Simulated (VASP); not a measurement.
# P (P1) in VASP: single point with PBE

Aim: the single point of P with PBE.

Everything below comes from runs of VASP 6.6.1. Logs are shortened: lines on timing, memory, paths and dates and some standing lists are left out, and cuts for length are marked.

### Step 1. The cell of the first run

The typed cell holds 4 atoms: a = 5.880 Å, b = 5.880 Å, c = 4.558 Å, α = 90.00°, β = 90.00°, γ = 147.30°.

### Step 2. Single point, PBE (atom 1 (P) moved by (+0.200, +0.000) A along [1 1 0] and z)

The input, INCAR:

```
PREC = Accurate ; ENCUT = 520
EDIFF = 1E-7 ; ISMEAR = 0
SIGMA = 0.03 ; LREAL = False
LASPH = True ; NELM = 80
ALGO = Normal ; ISIF = 2
LWAVE = False ; LCHARG = True
GGA = PE ; LELF = True
LVHAR = True ; NBANDS = 18
```

The input, KPOINTS:

```
regular mesh
0
Gamma
  10 10 8
```

The input, POSCAR:

```
P
1.0
    1.6552162270     -5.6427177482      0.0000000000
    1.6552162270      5.6427177482      0.0000000000
    0.0000000000      0.0000000000      4.5577728156
P
4
Direct
    0.1242593690      0.9611804388      0.9137202394
    0.5940707809      0.4059292191      0.5862797606
    0.9059292191      0.0940707809      0.0862797606
    0.4059292191      0.5940707809      0.4137202394
```

Potentials or basis: VASP PAW PBE potentials, release 64 (P).

Started as:

```console
cat potpaw_PBE.64/P/POTCAR > POTCAR
mpirun -np 1 vasp_std > vasp.out
```

OUTCAR:

```text
PREC = Accurate
   ENCUT = 520
   EDIFF = 1E-7
   ISMEAR = 0
   LREAL = False
   LASPH = True
   NELM = 80
   ISIF = 2
   GGA = PE

 ion  position               nearest neighbor table
   1  0.124  0.961  0.914-   2 2.13   3 2.14   2 2.34
   2  0.594  0.406  0.586-   1 2.13   4 2.26   1 2.34
   3  0.906  0.094  0.086-   1 2.14   4 2.23   4 2.23
   4  0.406  0.594  0.414-   3 2.23   3 2.23   2 2.26

  LATTYP: Found a base centered orthorhombic cell.
 ALAT       =     3.3104324540
 B/A-ratio  =     3.4090517336
 C/A-ratio  =     1.3767907604

  Lattice vectors:

 A1 = (   1.6552162270,  -5.6427177482,   0.0000000000)
 A2 = (   1.6552162270,   5.6427177482,   0.0000000000)
 A3 = (   0.0000000000,   0.0000000000,   4.5577728156)

Analysis of symmetry for initial positions (statically):
=====================================================================
 Subroutine PRICEL returns:
 Original cell was already a primitive cell.

 Routine SETGRP: Setting up the symmetry group for a
 base centered orthorhombic supercell.

 Subroutine GETGRP returns: Found  1 space group operations
 (whereof  1 operations were pure point group operations)
 out of a pool of  8 trial point group operations.

The static configuration has the point symmetry C_1 .

Analysis of symmetry for dynamics (positions and initial velocities):
=====================================================================
 Subroutine PRICEL returns:
 Original cell was already a primitive cell.

 Routine SETGRP: Setting up the symmetry group for a
 base centered orthorhombic supercell.

 Subroutine GETGRP returns: Found  1 space group operations
 (whereof  1 operations were pure point group operations)
 out of a pool of  8 trial point group operations.

The dynamic configuration has the point symmetry C_1 .

 Subroutine INISYM returns: Found  1 space group operations
 (whereof  1 operations are pure point group operations),
 and found     1 'primitive' translations

----------------------------------------------------------------------------------------

                                     Primitive cell

  volume of cell :      85.1384

  direct lattice vectors                    reciprocal lattice vectors
     1.655216227 -5.642717748  0.000000000     0.302075337 -0.088609784  0.000000000
     1.655216227  5.642717748  0.000000000     0.302075337  0.088609784  0.000000000
     0.000000000  0.000000000  4.557772816     0.000000000  0.000000000  0.219405407

  length of vectors
     5.880476541  5.880476541  4.557772816     0.314803436  0.314803436  0.219405407

  position of ions in fractional coordinates (direct lattice)
     0.124259369  0.961180439  0.913720239
     0.594070781  0.405929219  0.586279761
     0.905929219  0.094070781  0.086279761
     0.405929219  0.594070781  0.413720239

  ion indices of the primitive-cell ions
   primitive index   ion index
                 1           1
                 2           2
                 3           3
                 4           4

----------------------------------------------------------------------------------------

 KPOINTS: regular mesh

Automatic generation of k-mesh.
 Grid dimensions read from file:
 generate k-points for:   10   10    8

 Generating k-lattice:

  Cartesian coordinates                     Fractional coordinates (reciprocal lattice)
     0.030207534 -0.008860978  0.000000000     0.100000000 -0.000000000  0.000000000
     0.030207534  0.008860978  0.000000000    -0.000000000  0.100000000  0.000000000
     0.000000000  0.000000000  0.027425676     0.000000000  0.000000000  0.125000000

  Length of vectors
     0.031480344  0.031480344  0.027425676

  Shift w.r.t. Gamma in fractional coordinates (k-lattice)
     0.000000000  0.000000000  0.000000000

 Subroutine IBZKPT returns following result:
 ===========================================

 Found    404 irreducible k-points:

 Following reciprocal coordinates:
            Coordinates               Weight
  0.000000  0.000000  0.000000      1.000000
  0.100000  0.000000  0.000000      2.000000
  0.000000  0.100000  0.000000      2.000000
  0.200000  0.000000  0.000000      2.000000
  0.000000  0.200000  0.000000      2.000000
  0.300000  0.000000  0.000000      2.000000
[... 16 lines left out ...]
 -0.300000  0.100000  0.000000      2.000000
  0.100000 -0.300000  0.000000      2.000000
 [... further k-points ...]
   k-points           NKPTS =    404   k-points in BZ     NKDIM =    404   number of bands    NBANDS=     18
   number of dos      NEDOS =    301   number of ions     NIONS =      4
   total plane-waves  NPLWV =  82944
   dimension x,y,z NGX =    48 NGY =   48 NGZ =   36
   dimension x,y,z NGXF=    96 NGYF=   96 NGZF=   72
   ions per type =               4
   NGX,Y,Z   is equivalent  to a cutoff of  13.57, 13.57, 13.13 a.u.
   NGXF,Y,Z  is equivalent  to a cutoff of  27.14, 27.14, 26.26 a.u.
 SYSTEM =  unknown system
   PREC   = accura    normal or accurate (medium, high low for compatibility)
   ISTART =      0    job   : 0-new  1-cont  2-samecut
   ICHARG =      2    charge: 1-file 2-atom 10-const
   ISPIN  =      1    spin polarized calculation?
   LNONCOLLINEAR =      F non collinear calculations
   LSORBIT =      F    spin-orbit coupling
   LASPH  =      T    aspherical Exc in radial PAW
   ENCUT  =  520.0 eV  38.22 Ry    6.18 a.u.  10.93 10.93  8.47*2*pi/ulx,y,z
   NELM   =     80;   NELMIN=  2; NELMDL= -5     # of ELM steps
   EDIFF  = 0.1E-06   stopping-criterion for ELM
   LREAL  =      F    real-space projection
   EDIFFG = 0.1E-05   stopping-criterion for IOM
   NSW    =      0    number of steps for IOM
   IBRION =     -1    ionic relax: 0-MD 1-quasi-New 2-CG
   NFREE  =      0    steps in history (QN), initial steepest desc. (CG)
   ISIF   =      2    stress and relaxation
   ISYM   =      2    0-nonsym 1-usesym 2-fastsym
   POTIM  = 0.5000    time-step for ionic-motion
   TEBEG  =    0.0;   TEEND  =   0.0 temperature during run
   PSTRESS=    0.0 pullay stress
   NELECT =      20.0000    total number of electrons
   NUPDOWN=      -1.0000    fix difference up-down
   EMIN   =  10.00;   EMAX   =-10.00  energy-range for DOS
   EFERMI =   0.00;   METHOD = LEGACY
   ISMEAR =     0;   SIGMA  =   0.03  broadening in eV -4-tet -1-fermi 0-gaus
   EFERMI_NEDOS =   21; number of points for ismear=-14 and -15
   IALGO  =     38    algorithm
   IMIX   =      4    mixing-type and parameters
     AMIX     =   0.40;   BMIX     =  1.00
     AMIX_MAG =   1.60;   BMIX_MAG =  1.00
  volume/ion in A,a.u.               =      21.28       143.64
  Fermi-wavevector in a.u.,A,eV,Ry     =   1.010128  1.908864 13.882811  1.020358
  Thomas-Fermi vector in A             =   2.143098
   LORBIT       =      0    0 simple, 1 ext, 2 COOP (PROOUT), +10 PAW based schemes
   GGA     = PE    functional components
   LHFCALC =     F    Hartree Fock is set to
   AEXX    =    0.0000 exact exchange contribution
   IVDW    =     0    specifies the selected vdW correction
   LEPSILON=     F    determine dielectric tensor
   LRPA    =     F    only Hartree local field effects (RPA)
 non-spin polarized calculation
 Gauss-broadening in eV      SIGMA  =   0.03
  energy-cutoff  :      520.00
  volume of cell :       85.14
 maximum number of plane-waves:      2314
 NGX is ok and might be reduce to    48
   NGX = 21   NGY = 21   NGZ = 17

 number of electron      19.9999999 magnetization

 Free energy of the ion-electron system (eV)
  ---------------------------------------------------
  ext. energy  EPLUGINS =         0.00000000
  ---------------------------------------------------
  free energy    TOTEN  =       -21.30102723 eV

  energy without entropy =      -21.30102723  energy(sigma->0) =      -21.30102723

 E-fermi :   5.3628     XC(G=0):  -9.1885

 val. band max:        5.1980414184   @ k =   0.5000   0.5000   0.0000
 cond. band min:       5.6488273933   @ k =   0.1000  -0.4000   0.0000
 fundamental gap:      0.4507859749
 Fermi energy:         5.3627750490

 k-point     1 :       0.0000    0.0000    0.0000
  band No.  band energies     occupation
      1     -10.3599      2.00000
      2      -7.4495      2.00000
      3      -4.6281      2.00000
      4      -1.1671      2.00000
      5       0.2961      2.00000
      6       0.5053      2.00000
[... 10 lines left out ...]
     17      11.9779      0.00000
     18      12.7289      0.00000

 k-point     2 :       0.1000    0.0000    0.0000
  band No.  band energies     occupation
      1     -10.2415      2.00000
      2      -7.3345      2.00000
      3      -4.6736      2.00000
      4      -1.0716      2.00000
      5       0.2120      2.00000
      6       0.4931      2.00000
[... 10 lines left out ...]
     17      11.7099      0.00000
     18      11.9830      0.00000

 k-point     3 :       0.0000    0.1000    0.0000
  band No.  band energies     occupation
      1     -10.2416      2.00000
      2      -7.3341      2.00000
      3      -4.6747      2.00000
      4      -1.0718      2.00000
      5       0.2409      2.00000
      6       0.4799      2.00000
[... 10 lines left out ...]
     17      11.6920      0.00000
     18      12.0930      0.00000

 k-point     4 :       0.2000    0.0000    0.0000
  band No.  band energies     occupation
      1      -9.8896      2.00000
      2      -6.9925      2.00000
      3      -4.9022      2.00000
      4      -0.8493      2.00000
      5      -0.5498      2.00000
      6      -0.1140      2.00000
[... 375 lines left out ...]
      4      -1.8474      2.00000
      5      -0.7134      2.00000
      6      -0.1891      2.00000
[... 10 lines left out ...]
     17      11.4650      0.00000
     18      12.1498      0.00000

 k-point    23 :      -0.3000    0.1000    0.0000
  band No.  band energies     occupation
      1      -9.8701      2.00000
      2      -7.0477      2.00000
      3      -4.8958      2.00000
      4      -0.7632      2.00000
      5      -0.5781      2.00000
      6      -0.0957      2.00000
[... 10 lines left out ...]
     17      10.6356      0.00000
     18      11.1542      0.00000

 k-point    24 :       0.1000   -0.3000    0.0000
  band No.  band energies     occupation
      1      -9.8708      2.00000
      2      -7.0442      2.00000
      3      -4.9027      2.00000
      4      -0.8102      2.00000
      5      -0.4049      2.00000
      6      -0.1839      2.00000
[... 10 lines left out ...]
     17      10.5317      0.00000
     18      11.2679      0.00000

 [... further k-points ...]

------------------------ aborting loop because EDIFF is reached ----------------------------------------

  FORCE on cell =-STRESS in cart. coord.  units (eV):
  Direction    XX          YY          ZZ          XY          YZ          ZX
  --------------------------------------------------------------------------------------
  -------------------------------------------------------------------------------------
  Total        0.2383978      2.4734079      0.5922071      0.3524531      0.1570476     -1.7886182
  in kB        4.4862883     46.5458109     11.1444456      6.6326363      2.9553989    -33.6591001
  external PRESSURE =      20.7255149 kB  Pullay stress =       0.0000000 kB

 VOLUME and BASIS-vectors are now :
 -----------------------------------------------------------------------------
  energy-cutoff  :      520.00
  volume of cell :       85.14
      direct lattice vectors                 reciprocal lattice vectors
     1.655216227 -5.642717748  0.000000000     0.302075337 -0.088609784  0.000000000
     1.655216227  5.642717748  0.000000000     0.302075337  0.088609784  0.000000000
     0.000000000  0.000000000  4.557772816     0.000000000  0.000000000  0.219405407

 POSITION                                       TOTAL-FORCE (eV/Angst)
 -----------------------------------------------------------------------------------
      1.79664      4.72251      4.16453        -1.486204     -1.568045      0.002578
      1.65522     -1.06163      2.67213         1.220054      0.300265     -0.056906
      1.65522     -4.58109      0.39324         0.138503      1.425107      0.254993
      1.65522      1.06163      1.88564         0.127647     -0.157328     -0.200666
 -----------------------------------------------------------------------------------
    total drift:                               -0.000005      0.000104      0.000024

  FREE ENERGIE OF THE ION-ELECTRON SYSTEM (eV)
  ---------------------------------------------------
  free  energy   TOTEN  =       -21.3010272310 eV

  energy  without entropy=      -21.3010272310  energy(sigma->0) =      -21.30102723
```

Wall time 22 min (1 thread of Intel Xeon 8259CL, shared host); peak memory 0.58 GiB.

What came out:

```yaml
Free_energy: -21.3010 eV
Pressure: 2.1 GPa
Largest_force: 2.160 eV/Å
Band_gap_on_the_k_mesh: 0.45 eV (least direct gap 0.56 eV)
```

Forces in eV/Å, atoms in the order of the input:
```
P   -1.486 -1.568  0.003
P    1.220  0.300 -0.057
P    0.139  1.425  0.255
P    0.128 -0.157 -0.201
```

Stress tensor (GPa, compression positive):
```
 0.45  0.66 -3.37
 0.66  4.65  0.30
-3.37  0.30  1.11
```

Levels at points of the mesh, in eV from the valence-band top:
| k point | band 6 | band 7 | band 8 | band 9 | band 10 | band 11 | band 12 | band 13 | band 14 | band 15 |
| --- | --- | --- | --- | --- | --- | --- | --- | --- | --- | --- |
| (0.00, 0.00, 0.00) | -4.69 | -3.77 | -2.55 | -1.91 | -0.82 | 1.04 | 1.18 | 2.09 | 3.03 | 5.70 |
| (0.50, 0.00, 0.00) | -5.20 | -3.34 | -3.05 | -2.62 | -2.05 | 0.82 | 1.05 | 1.48 | 1.90 | 3.43 |
| (0.00, 0.50, 0.00) | -5.21 | -3.29 | -3.14 | -2.54 | -2.17 | 0.75 | 1.03 | 1.47 | 2.07 | 3.36 |
| (0.50, 0.50, 0.00) | -5.07 | -3.81 | -1.98 | -1.36 | 0.00 | 0.56 | 0.97 | 2.18 | 2.96 | 5.15 |
| (0.00, 0.00, 0.50) | -3.88 | -2.99 | -2.87 | -1.62 | -1.46 | 1.49 | 1.73 | 2.91 | 3.49 | 4.61 |
| (0.50, 0.00, 0.50) | -5.30 | -5.10 | -4.87 | -1.68 | -1.30 | 1.95 | 2.18 | 3.16 | 3.66 | 4.83 |
| (0.00, 0.50, 0.50) | -5.32 | -5.10 | -4.87 | -1.65 | -1.37 | 1.86 | 2.44 | 3.20 | 3.62 | 4.82 |
| (0.50, 0.50, 0.50) | -3.00 | -2.66 | -2.58 | -1.81 | -1.58 | 1.45 | 1.73 | 2.75 | 2.94 | 3.20 |

Caveat: the cell differs from its parent crystal (atom 1 (P) moved by (+0.200, +0.000) A along [1 1 0] and z); semilocal functionals underestimate gaps, and a narrow one can read as zero; forces of over 1 eV/Å act on the atoms, so gaps and moduli don't describe the material at rest.
